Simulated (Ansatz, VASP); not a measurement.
## Ir: VASP beside Ansatz

```xyz
1
Lattice="0.0000 1.9054 1.9054 1.9054 0.0000 1.9054 1.9054 1.9054 0.0000" Properties=species:S:1:pos:R:3 pbc="T T T"
Ir    0.0000    0.0000    0.0000
```

Alike in both runs: functional LDA; k mesh 23 × 23 × 23; occupations fermi-dirac, width 0.05 eV; no spin polarisation.

Ansatz relaxed the structure, and its values are those at the end. VASP's run is a single point on that final structure, the one shown.

```csv
,VASP,Ansatz
version,VASP 6.6.1,Ansatz 0.2.0
potentials or method,"VASP PAW LDA potentials, release 64 (Ir_sv_GW)","PAW with Ansatz's default frozen-core files, scalar-relativistic"
plane-wave cutoff (eV),560,420
valence electrons in the cell,17,17
```

|  | VASP | Ansatz | Ansatz less VASP |
| --- | --- | --- | --- |
| pressure (GPa) | -0.3 | 0.0 | +0.36 |

LDA's correlation is that of Perdew and Zunger in VASP and of Perdew and Wang (1992) in Ansatz.

Neither program's run includes spin-orbit coupling.
